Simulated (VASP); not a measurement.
# Na (Im-3m) in VASP: a series of runs

Runs on Na. Level: r2SCAN+D3(BJ). Tasks: single point, relaxation of cell and atoms.

Everything below comes from runs of VASP 6.6.1. Logs are shortened: lines on timing, memory, paths and dates and some standing lists are left out, and cuts for length are marked.

**1. The cell of the first run**

It takes space group Im-3m (No. 229, cubic). The conventional cell has a = 4.171 Å, b = 4.171 Å, c = 4.171 Å, α = 90.00°, β = 90.00°, γ = 90.00°. Within 4.7 Å of Na (site symmetry m-3m) lie 14 Na at 3.61 to 4.17 Å.

**2. Single point, r2SCAN+D3(BJ)**

The input, POSCAR:

```
Na
1.0
    4.1711848302      0.0000000000      0.0000000000
    0.0000000000      4.1711848302      0.0000000000
    0.0000000000      0.0000000000      4.1711848302
Na
2
Direct
    0.0000000000      0.0000000000      0.0000000000
    0.5000000000      0.5000000000      0.5000000000
```

The input, INCAR.step1:

```
  PREC = Accurate
  ENCUT = 520
  ISMEAR = 1
  SIGMA = 0.1
  LREAL = False
  LASPH = True
  NELM = 60
  NBANDS = 14
  GGA = PE
  ALGO = Normal
  EDIFF = 1E-4
  LWAVE = True
  LCHARG = False
```

The input, INCAR.step2:

```
  PREC = Accurate
  ENCUT = 520
  EDIFF = 1E-6
  ISMEAR = 1
  SIGMA = 0.1
  LREAL = False
  LASPH = True
  NELM = 60
  ALGO = Normal
  ISIF = 2
  LWAVE = False
  LCHARG = False
  METAGGA = R2SCAN
  LMIXTAU = True
  IVDW = 12
  VDW_S6 = 1.0
  VDW_S8 = 0.78981345
  VDW_A1 = 0.49484001
  VDW_A2 = 5.73083694
  NBANDS = 14
  ISTART = 1
```

The input, KPOINTS:

```
regular mesh
0
Gamma
  5 5 5
```

Potentials or basis: VASP PAW PBE potentials, release 64 (Na_pv).

Run with:

```sh
cat potpaw_PBE.64/Na_pv/POTCAR > POTCAR
cp INCAR.step1 INCAR
mpirun -np 1 vasp_std > vasp.out
cp INCAR.step2 INCAR
mpirun -np 1 vasp_std > vasp.out
```

OUTCAR:

```text
PREC = Accurate
   ENCUT = 520
   EDIFF = 1E-6
   ISMEAR = 1
   LREAL = False
   LASPH = True
   NELM = 60
   ISIF = 2
   METAGGA = R2SCAN
   IVDW = 12
   ISTART = 1
 IVDW          = 12

 ion  position               nearest neighbor table
   1  0.000  0.000  0.000-
   2  0.500  0.500  0.500-

  LATTYP: Found a simple cubic cell.
 ALAT       =     4.1711848302

  Lattice vectors:

 A1 = (   4.1711848302,   0.0000000000,   0.0000000000)
 A2 = (   0.0000000000,   4.1711848302,   0.0000000000)
 A3 = (   0.0000000000,   0.0000000000,   4.1711848302)

Analysis of symmetry for initial positions (statically):
=====================================================================
 Subroutine PRICEL returns following result:

  LATTYP: Found a body centered cubic cell.
 ALAT       =     4.1711848302

  Lattice vectors:

 A1 = (   2.0855924151,   2.0855924151,  -2.0855924151)
 A2 = (  -2.0855924151,   2.0855924151,   2.0855924151)
 A3 = (   2.0855924151,  -2.0855924151,   2.0855924151)

   2 primitive cells build up your supercell.

 Routine SETGRP: Setting up the symmetry group for a
 simple cubic supercell.

 Subroutine GETGRP returns: Found 48 space group operations
 (whereof 48 operations were pure point group operations)
 out of a pool of 48 trial point group operations.

The static configuration has the point symmetry O_h .

Analysis of symmetry for dynamics (positions and initial velocities):
=====================================================================
 Subroutine PRICEL returns following result:

  LATTYP: Found a body centered cubic cell.
 ALAT       =     4.1711848302

  Lattice vectors:

 A1 = (   2.0855924151,   2.0855924151,  -2.0855924151)
 A2 = (  -2.0855924151,   2.0855924151,   2.0855924151)
 A3 = (   2.0855924151,  -2.0855924151,   2.0855924151)

   2 primitive cells build up your supercell.

 Routine SETGRP: Setting up the symmetry group for a
 simple cubic supercell.

 Subroutine GETGRP returns: Found 48 space group operations
 (whereof 48 operations were pure point group operations)
 out of a pool of 48 trial point group operations.

The dynamic configuration has the point symmetry O_h .

 Subroutine INISYM returns: Found 48 space group operations
 (whereof 48 operations are pure point group operations),
 and found     2 'primitive' translations

----------------------------------------------------------------------------------------

                                     Primitive cell

  volume of cell :      36.2868

  direct lattice vectors                    reciprocal lattice vectors
     2.085592415  2.085592415 -2.085592415     0.239740036  0.239740036  0.000000000
    -2.085592415  2.085592415  2.085592415     0.000000000  0.239740036  0.239740036
     2.085592415 -2.085592415  2.085592415     0.239740036  0.000000000  0.239740036

  length of vectors
     3.612352027  3.612352027  3.612352027     0.339043610  0.339043610  0.339043610

  position of ions in fractional coordinates (direct lattice)
     0.000000000  0.000000000  0.000000000

  ion indices of the primitive-cell ions
   primitive index   ion index
                 1           1

----------------------------------------------------------------------------------------

 KPOINTS: regular mesh

Automatic generation of k-mesh.
 Grid dimensions read from file:
 generate k-points for:    5    5    5

 Generating k-lattice:

  Cartesian coordinates                     Fractional coordinates (reciprocal lattice)
     0.047948007  0.000000000  0.000000000     0.200000000  0.000000000  0.000000000
     0.000000000  0.047948007  0.000000000     0.000000000  0.200000000  0.000000000
     0.000000000  0.000000000  0.047948007     0.000000000  0.000000000  0.200000000

  Length of vectors
     0.047948007  0.047948007  0.047948007

  Shift w.r.t. Gamma in fractional coordinates (k-lattice)
     0.000000000  0.000000000  0.000000000

 Subroutine IBZKPT returns following result:
 ===========================================

 Found     10 irreducible k-points:

 Following reciprocal coordinates:
            Coordinates               Weight
  0.000000  0.000000  0.000000      1.000000
  0.200000  0.000000  0.000000      6.000000
  0.400000  0.000000  0.000000      6.000000
  0.200000  0.200000  0.000000     12.000000
  0.400000  0.200000  0.000000     24.000000
  0.400000  0.400000  0.000000     12.000000
  0.200000  0.200000  0.200000      8.000000
  0.400000  0.200000  0.200000     24.000000
  0.400000  0.400000  0.200000     24.000000
  0.400000  0.400000  0.400000      8.000000
   k-points           NKPTS =     10   k-points in BZ     NKDIM =     10   number of bands    NBANDS=     14
   number of dos      NEDOS =    301   number of ions     NIONS =      2
   total plane-waves  NPLWV =  32768
   dimension x,y,z NGX =    32 NGY =   32 NGZ =   32
   dimension x,y,z NGXF=    64 NGYF=   64 NGZF=   64
   ions per type =               2
   NGX,Y,Z   is equivalent  to a cutoff of  12.75, 12.75, 12.75 a.u.
   NGXF,Y,Z  is equivalent  to a cutoff of  25.51, 25.51, 25.51 a.u.
 SYSTEM =  unknown system
   PREC   = accura    normal or accurate (medium, high low for compatibility)
   ISTART =      1    job   : 0-new  1-cont  2-samecut
   ICHARG =      0    charge: 1-file 2-atom 10-const
   ISPIN  =      1    spin polarized calculation?
   LNONCOLLINEAR =      F non collinear calculations
   LSORBIT =      F    spin-orbit coupling
   LASPH  =      T    aspherical Exc in radial PAW
   ENCUT  =  520.0 eV  38.22 Ry    6.18 a.u.   7.76  7.76  7.76*2*pi/ulx,y,z
   NELM   =     60;   NELMIN=  2; NELMDL=  0     # of ELM steps
   EDIFF  = 0.1E-05   stopping-criterion for ELM
   LREAL  =      F    real-space projection
   EDIFFG = 0.1E-04   stopping-criterion for IOM
   NSW    =      0    number of steps for IOM
   IBRION =     -1    ionic relax: 0-MD 1-quasi-New 2-CG
   NFREE  =      0    steps in history (QN), initial steepest desc. (CG)
   ISIF   =      2    stress and relaxation
   ISYM   =      2    0-nonsym 1-usesym 2-fastsym
   POTIM  = 0.5000    time-step for ionic-motion
   TEBEG  =    0.0;   TEEND  =   0.0 temperature during run
   PSTRESS=    0.0 pullay stress
   NELECT =      14.0000    total number of electrons
   NUPDOWN=      -1.0000    fix difference up-down
   EMIN   =  10.00;   EMAX   =-10.00  energy-range for DOS
   EFERMI =   0.00;   METHOD = LEGACY
   ISMEAR =     1;   SIGMA  =   0.10  broadening in eV -4-tet -1-fermi 0-gaus
   EFERMI_NEDOS =   21; number of points for ismear=-14 and -15
   IALGO  =     38    algorithm
   IMIX   =      4    mixing-type and parameters
     AMIX     =   0.40;   BMIX     =  1.00
     AMIX_MAG =   1.60;   BMIX_MAG =  1.00
  volume/ion in A,a.u.               =      36.29       244.88
  Fermi-wavevector in a.u.,A,eV,Ry     =   0.945928  1.787545 12.174218  0.894780
  Thomas-Fermi vector in A             =   2.073877
   LORBIT       =      0    0 simple, 1 ext, 2 COOP (PROOUT), +10 PAW based schemes
   METAGGA = R2SCAN    functional components
   LHFCALC =     F    Hartree Fock is set to
   AEXX    =    0.0000 exact exchange contribution
   IVDW    =    12    specifies the selected vdW correction
   LEPSILON=     F    determine dielectric tensor
   LRPA    =     F    only Hartree local field effects (RPA)
 non-spin polarized calculation
 Methfessel and Paxton  Order N= 1 SIGMA  =   0.10
  energy-cutoff  :      520.00
  volume of cell :       72.57
 maximum number of plane-waves:      1961
 NGX is ok and might be reduce to    32
   NGX = 15   NGY = 15   NGZ = 15

 number of electron      14.0000037 magnetization

 Free energy of the ion-electron system (eV)
  ---------------------------------------------------
  ext. energy  EPLUGINS =         0.00000000
  ---------------------------------------------------
  free energy    TOTEN  =        -7.07204701 eV

  energy without entropy =       -7.07093160  energy(sigma->0) =       -7.07167521

 E-fermi :   0.4961     XC(G=0):  -6.9789

 val. band max:        0.2046224175   @ k =   0.4000   0.0000   0.0000
 cond. band min:       0.5554314595   @ k =   0.4000   0.2000   0.0000
 fundamental gap:      0.3508090420
 Fermi energy:         0.4961418795

 k-point     1 :       0.0000    0.0000    0.0000
  band No.  band energies     occupation
      1     -25.6111      2.00000
      2     -25.6111      2.00000
      3     -25.6111      2.00000
      4     -25.5831      2.00000
      5     -25.5831      2.00000
      6     -25.5831      2.00000
      7      -3.1249      2.00000
      8       5.1414      0.00000
      9       5.1414      0.00000
     10       5.7906      0.00000
     11       5.7906      0.00000
     12       5.7906      0.00000
     13       9.5177      0.00000
     14      12.9695      0.00000

 k-point     2 :       0.2000    0.0000    0.0000
  band No.  band energies     occupation
      1     -25.6105      2.00000
      2     -25.6082      2.00000
      3     -25.6082      2.00000
      4     -25.5880      2.00000
      5     -25.5856      2.00000
      6     -25.5856      2.00000
      7      -2.7441      2.00000
      8       2.6349      0.00000
      9       5.5164      0.00000
     10       6.1054      0.00000
     11       6.1054      0.00000
     12       7.7424      0.00000
     13      10.8684      0.00000
     14      10.8684      0.00000

 k-point     3 :       0.4000    0.0000    0.0000
  band No.  band energies     occupation
      1     -25.6070      2.00000
      2     -25.6010      2.00000
      3     -25.6010      2.00000
      4     -25.5984      2.00000
      5     -25.5923      2.00000
      6     -25.5923      2.00000
      7      -1.6183      2.00000
      8       0.2046      2.00030
      9       6.6410      0.00000
     10       7.0548      0.00000
     11       7.0548      0.00000
     12       8.5135      0.00000
     13       8.6487      0.00000
     14       8.6487      0.00000

 k-point     4 :       0.2000    0.2000    0.0000
  band No.  band energies     occupation
      1     -25.6149      2.00000
      2     -25.6059      2.00000
      3     -25.6015      2.00000
      4     -25.5967      2.00000
      5     -25.5876      2.00000
      6     -25.5831      2.00000
      7      -2.3661      2.00000
      8       2.6775      0.00000
      9       3.3977      0.00000
     10       6.4188      0.00000
     11       7.0799      0.00000
     12       8.2382      0.00000
     13       9.6798      0.00000
     14      10.7907      0.00000

 k-point     5 :       0.4000    0.2000    0.0000
  band No.  band energies     occupation
      1     -25.6152      2.00000
      2     -25.6083      2.00000
      3     -25.6000      2.00000
      4     -25.5931      2.00000
      5     -25.5930      2.00000
      6     -25.5860      2.00000
      7      -1.2488      2.00000
      8       0.5554      0.16640
      9       4.1414      0.00000
     10       5.8634      0.00000
     11       7.3618      0.00000
     12       8.2518      0.00000
     13       8.9279      0.00000
     14      10.0490      0.00000

 k-point     6 :       0.4000    0.4000    0.0000
  band No.  band energies     occupation
      1     -25.6211      2.00000
      2     -25.6185      2.00000
      3     -25.5975      2.00000
      4     -25.5949      2.00000
      5     -25.5858      2.00000
      6     -25.5831      2.00000
      7      -0.1602      2.00000
      8       1.3107     -0.00000
      9       2.0444     -0.00000
     10       3.4832      0.00000
     11       8.2617      0.00000
     12       9.3442      0.00000
     13       9.4279      0.00000
     14      10.7273      0.00000

 k-point     7 :       0.2000    0.2000    0.2000
  band No.  band energies     occupation
      1     -25.6117      2.00000
      2     -25.6117      2.00000
      3     -25.6025      2.00000
      4     -25.5954      2.00000
      5     -25.5860      2.00000
      6     -25.5860      2.00000
      7      -1.9910      2.00000
      8       3.0216      0.00000
      9       3.0216      0.00000
     10       4.4632      0.00000
     11       8.2019      0.00000
     12       8.2019      0.00000
     13       9.9794      0.00000
     14      10.0250      0.00000

 k-point     8 :       0.4000    0.2000    0.2000
  band No.  band energies     occupation
      1     -25.6150      2.00000
      2     -25.6112      2.00000
      3     -25.6034      2.00000
      4     -25.5936      2.00000
      5     -25.5894      2.00000
      6     -25.5861      2.00000
      7      -0.8822      2.00000
      8       0.9028     -0.00000
      9       4.0561      0.00000
     10       5.1667      0.00000
     11       5.7850      0.00000
     12       6.7652      0.00000
     13      10.1543      0.00000
     14      11.0617      0.00000

 k-point     9 :       0.4000    0.4000    0.2000
  band No.  band energies     occupation
      1     -25.6173      2.00000
      2     -25.6164      2.00000
      3     -25.6012      2.00000
      4     -25.5960      2.00000
      5     -25.5869      2.00000
      6     -25.5865      2.00000
      7       0.1969      2.00019
      8       1.6515     -0.00000
      9       2.3650     -0.00000
     10       3.7893      0.00000
     11       5.7115      0.00000
     12       6.8048      0.00000
     13       8.4060      0.00000
     14       9.4879      0.00000

 k-point    10 :       0.4000    0.4000    0.4000
  band No.  band energies     occupation
      1     -25.6121      2.00000
      2     -25.6075      2.00000
      3     -25.6075      2.00000
      4     -25.5957      2.00000
      5     -25.5957      2.00000
      6     -25.5911      2.00000
      7       1.2441     -0.00000
      8       2.6775      0.00000
      9       2.6775      0.00000
     10       3.9513      0.00000
     11       4.3963      0.00000
     12       4.3963      0.00000
     13       6.4881      0.00000
     14       7.2255      0.00000

------------------------ aborting loop because EDIFF is reached ----------------------------------------

 Edisp (eV)   -0.14674

 E8    (eV) :    -0.0570

  FORCE on cell =-STRESS in cart. coord.  units (eV):
  Direction    XX          YY          ZZ          XY          YZ          ZX
  --------------------------------------------------------------------------------------
  -------------------------------------------------------------------------------------
  Total      -0.01652    -0.01652    -0.01652     0.00000    -0.00000    -0.00000
  in kB      -0.36472    -0.36472    -0.36472     0.00000    -0.00000    -0.00000
  external pressure =       -0.36 kB  Pullay stress =        0.00 kB

 VOLUME and BASIS-vectors are now :
 -----------------------------------------------------------------------------
  energy-cutoff  :      520.00
  volume of cell :       72.57
      direct lattice vectors                 reciprocal lattice vectors
     4.171184830  0.000000000  0.000000000     0.239740036  0.000000000  0.000000000
     0.000000000  4.171184830  0.000000000     0.000000000  0.239740036  0.000000000
     0.000000000  0.000000000  4.171184830     0.000000000  0.000000000  0.239740036

 POSITION                                       TOTAL-FORCE (eV/Angst)
 -----------------------------------------------------------------------------------
      0.00000      0.00000      0.00000        -0.000000     -0.000000     -0.000000
      2.08559      2.08559      2.08559         0.000000      0.000000      0.000000
 -----------------------------------------------------------------------------------
    total drift:                                0.000000      0.000000     -0.000000

  FREE ENERGIE OF THE ION-ELECTRON SYSTEM (eV)
  ---------------------------------------------------
  free  energy   TOTEN  =        -7.2187825241 eV

  energy  without entropy=       -7.2176671190  energy(sigma->0) =       -7.21841072
```

It took 15 s on 1 thread of Intel Xeon 6975P-C (Granite Rapids), shared host; peak memory 0.18 GiB.

What came out:

| Item | Value |
| --- | --- |
| Free energy | -7.2188 eV |
| Pressure | 0.0 GPa |
| Band gap on the k mesh | zero (band 7 reaches 1.24 eV, above the bottom of band 8 at 0.20 eV) |
| Dispersion energy per atom | -0.073 eV |

Levels at points of the mesh, in eV from the Fermi level:
| k point | band 4 | band 5 | band 6 | band 7 | band 8 | band 9 | band 10 | band 11 |
| --- | --- | --- | --- | --- | --- | --- | --- | --- |
| (0.00, 0.00, 0.00) | -26.08 | -26.08 | -26.08 | -3.62 | 4.65 | 4.65 | 5.29 | 5.29 |

Caveat: the PAW data sets were made with another functional, which shifts forces and pressure a little; pairwise dispersion overbinds metals, which lowers pressure and volume.

**3. Relaxation of cell and atoms, r2SCAN+D3(BJ)**

This run uses another cell than the first one, of 39.20 Å³/atom, 1.080 times its volume.

The input, POSCAR:

```
Na
1.0
    4.2800000000      0.0000000000      0.0000000000
    0.0000000000      4.2800000000      0.0000000000
    0.0000000000      0.0000000000      4.2800000000
Na
2
Direct
    0.0000000000      0.0000000000      0.0000000000
    0.5000000000      0.5000000000      0.5000000000
```

The input, INCAR.step1:

```
  ALGO = Normal
  EDIFF = 1E-4
  ENCUT = 600
  GGA = PE
  ISMEAR = 1
  LASPH = T
  LCHARG = F
  LREAL = F
  LWAVE = T
  NELM = 60
  PREC = Accurate
  SIGMA = 0.1
```

The input, INCAR.step2:

```
  ALGO = Normal
  EDIFF = 1E-7
  EDIFFG = -0.01
  ENCUT = 600
  IBRION = 2
  ISIF = 3
  ISMEAR = 1
  ISTART = 1
  IVDW = 12
  LASPH = T
  LCHARG = F
  LMIXTAU = T
  LREAL = F
  LWAVE = F
  METAGGA = R2SCAN
  NELM = 60
  NSW = 60
  PREC = Accurate
  SIGMA = 0.1
  VDW_A1 = 0.49484001
  VDW_A2 = 5.73083694
  VDW_S6 = 1.0
  VDW_S8 = 0.78981345
```

The input, KPOINTS:

```
k-points
0
Gamma
  5 5 5
```

Potentials or basis: VASP PAW PBE potentials, release 64 (Na_pv).

Run with:

```sh
cat potpaw_PBE.64/Na_pv/POTCAR > POTCAR
cp INCAR.step1 INCAR
mpirun -np 1 vasp_std > vasp.out
cp INCAR.step2 INCAR
mpirun -np 1 vasp_std > vasp.out
```

It took 79 s on 1 thread of Intel Xeon 6975P-C (Granite Rapids), shared host; peak memory 0.21 GiB.

It converged, with:

```
Free energy                            : -7.2215 eV
Relaxed volume                         : 36.09 Å³/atom
Relaxed cell                           : a = 4.164 Å, b = 4.164 Å, c = 4.164 Å, α = 90.00°, β = 90.00°, γ = 90.00°
Space group after relaxing (to 0.05 Å) : Im-3m (No. 229)
Energy gained by relaxing              : 8.1 meV/atom
Ionic steps                            : 3
Pressure after relaxing                : 0.0 GPa
Band gap on the k mesh                 : zero (band 7 reaches 1.26 eV, above the bottom of band 8 at 0.22 eV)
Dispersion energy per atom             : -0.074 eV
```

Step by step:
```
step  energy change (eV)  largest force (eV/Å)  pressure (GPa)  volume (Å³)
   1              0.0000                0.0000           -0.58        78.40
   2             -0.0057                0.0000           -0.52        76.81
   3             -0.0162                0.0000           -0.01        72.17
```

Final structure:
```
CELL_PARAMETERS angstrom
4.16351 0.00000 0.00000
0.00000 4.16351 0.00000
0.00000 0.00000 4.16351
ATOMIC_POSITIONS crystal
Na 0.00000 0.00000 0.00000
Na 0.50000 0.50000 0.50000
```

Levels at points of the mesh, in eV from the Fermi level:
```
           k point  band 3  band 4  band 5  band 6  band 7  band 8  band 9  band 10  band 11
(0.00, 0.00, 0.00)  -26.10  -26.08  -26.08  -26.08   -3.63    4.66    4.66     5.31     5.31
```

Caveat: the PAW data sets were made with another functional, which shifts forces and pressure a little; pairwise dispersion overbinds metals, which lowers pressure and volume.
